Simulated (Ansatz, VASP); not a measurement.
## P3C: VASP beside Ansatz

File INCAR:

```
SYSTEM = P3C
PREC = Accurate
ENCUT = 600
EDIFF = 1E-6
ISMEAR = 0
SIGMA = 0.1
LREAL = .FALSE.
LASPH = .TRUE.
NELM = 120
ALGO = Normal
ISIF = 2
LWAVE = .FALSE.
LCHARG = .FALSE.
GGA = PE
NBANDS = 29
GGA_COMPAT = .FALSE.
```

File KPOINTS:

```
Automatic mesh
0
G
  3 3 4
  0 0 0
```

Contents of POSCAR:

```
P3C
1.0
    5.7657150900      0.0000000000      0.0000000000
   -2.8828575500      4.9932557400      0.0000000000
    0.0000000000      0.0000000000      4.6524714800
P C
6 2
Direct
    0.1671555000      0.3343110100      0.2500000000
    0.6656889900      0.8328445000      0.2500000000
    0.1671555000      0.8328445000      0.2500000000
    0.8328445000      0.6656889900      0.7500000000
    0.3343110100      0.1671555000      0.7500000000
    0.8328445000      0.1671555000      0.7500000000
    0.3333333300      0.6666666700      0.7500000000
    0.6666666700      0.3333333300      0.2500000000
```

Input for Ansatz:

```yaml
crystal:
  lattice:
    - [5.76571509, 0.0, 0.0]
    - [-2.88285755, 4.99325574, 0.0]
    - [0.0, 0.0, 4.65247148]
  atoms:
    - { symbol: P, position: [0.1671555, 0.33431101, 0.25] }
    - { symbol: P, position: [0.66568899, 0.8328445, 0.25] }
    - { symbol: P, position: [0.1671555, 0.8328445, 0.25] }
    - { symbol: P, position: [0.8328445, 0.66568899, 0.75] }
    - { symbol: P, position: [0.33431101, 0.1671555, 0.75] }
    - { symbol: P, position: [0.8328445, 0.1671555, 0.75] }
    - { symbol: C, position: [0.33333333, 0.66666667, 0.75] }
    - { symbol: C, position: [0.66666667, 0.33333333, 0.25] }
basis:
  ecutwfc: 420
kpoints:
  mp_grid: { grid: [3, 3, 4] }
hamiltonian:
  xc: pbe
scf:
  occupations: { method: gaussian, width: 0.1 }
  lower_state_search: "off"
output:
  forces: true
  stress: true
  eigenvalues: true
```

Change from the starting cell: species swapped into the ScAu3 type (P6_3/mmc, No. 194).

Alike in both runs: task single point; functional PBE; k mesh 3 × 3 × 4; occupations gaussian, width 0.1 eV; no spin polarisation.

```csv
,VASP,Ansatz
version,VASP 6.6.1,Ansatz 0.2.0
potentials or method,"VASP PAW PBE potentials, release 64 (P, C), cutoff 600 eV","scalar-relativistic, plane waves, PAW"
valence electrons in the cell,38,38
```

Ansatz gave:

| Item | Value |
| --- | --- |
| gap on the k mesh at the Fermi level (eV) | none |
| pressure (GPa) | -16.6 |
| traceless stress, the component that is largest in VASP (GPa) | -2.13 |
| rms of the force components (eV/Å) | 0.121 |

Task: What did VASP give for the same quantities?

Result: gap on the k mesh at the Fermi level (eV): none; pressure (GPa): -16.7; traceless stress, the component that is largest in VASP (GPa): -2.12; rms of the force components (eV/Å): 0.119.

Atom by atom the forces differ by 0.002 eV/Å (rms over components). A gap of «none» marks a metal or a gap that the smearing closes.

The k mesh is coarse, so the values compare programs but aren't converged.
